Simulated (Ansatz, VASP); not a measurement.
## One calculation of Te2Mo, two programs

```
CELL_PARAMETERS angstrom
3.84505 0.00000 0.00000
-1.92253 3.32991 0.00000
0.00000 0.00000 16.12213
ATOMIC_POSITIONS crystal
Te 0.33333 0.66667 0.89786
Te 0.33333 0.66667 0.10214
Mo 0.00000 0.00000 0.00000
```

Change from the starting cell: strain +0.080 along x and y, -0.080 along z, atoms carried along.

Alike in both runs: task single point; functional r2SCAN; k mesh 12 × 12 × 2; occupations gaussian, width 0.05 eV; no spin polarisation.

|  | VASP | Ansatz |
| --- | --- | --- |
| version | VASP 6.6.1 | Ansatz 0.2.0 |
| potentials or method | VASP PAW PBE potentials, release 64 (Te, Mo_sv), cutoff 520 eV | scalar-relativistic, plane waves, PAW |
| valence electrons in the cell | 26 | 46 |

Ansatz gave:

```
gap on the k mesh at the Fermi level (eV) : 0.08
least direct gap on the mesh (eV)         : 0.64
rms of the force components (eV/Å)        : 0.378
```

Q: Which values does VASP return?

A: gap on the k mesh at the Fermi level (eV): 0.06; least direct gap on the mesh (eV): 0.64; rms of the force components (eV/Å): 0.393.

VASP's potentials were made for PBE, not for r2SCAN. Atom by atom the forces differ by 0.015 eV/Å (rms over components). The functional is the same, so the differences come from potentials, cutoffs and numerics. VASP's potentials hold 26 valence electrons a cell and Ansatz's 46, so a difference there can come from the potentials and not from the codes.

Spin-orbit coupling is off throughout.
